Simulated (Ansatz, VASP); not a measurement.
**One calculation of MnS, two programs**

```
CELL_PARAMETERS angstrom
3.09904 0.00000 0.00000
0.00000 3.09904 0.00000
0.00000 0.00000 3.09904
ATOMIC_POSITIONS crystal
Mn 0.50000 0.50000 0.50000
S 0.00000 0.00000 0.00000
```

Alike in both runs: task single point; functional r2SCAN; k mesh 7 × 7 × 7; occupations fermi-dirac, width 0.15 eV; collinear spin; Hubbard terms Mn d U = 2.0 eV.

|  | VASP | Ansatz |
| --- | --- | --- |
| version | VASP 6.6.1 | Ansatz 0.2.0 |
| potentials or method | VASP PAW PBE potentials, release 64 (Mn_pv, S) | plane waves, PAW |
| plane-wave cutoff (eV) | 520 | 500 |
| valence electrons in the cell | 19 | 21 |

Ansatz gave:

```
gap on the k mesh at the Fermi level (eV)                     : none
net moment per atom (μB)                                      : 2.41
size of the moment on the site where the two differ most (μB) : 0.15
```

Task: What did VASP give for the same quantities?

Result: gap on the k mesh at the Fermi level (eV): none; net moment per atom (μB): 2.40; size of the moment on the site where the two differ most (μB): 0.12.

VASP's potentials were made for PBE, not for r2SCAN. Site moments also hang on the region over which each program counts them. The programs project onto different local orbitals, so the same U acts differently, and such runs can settle in different states. A gap of «none» marks a metal or a gap that the smearing closes. VASP's potentials hold 19 valence electrons a cell and Ansatz's 21, so a difference there can come from the potentials and not from the codes. Ansatz's warnings: filled band counts differ across k points, stability check not made.
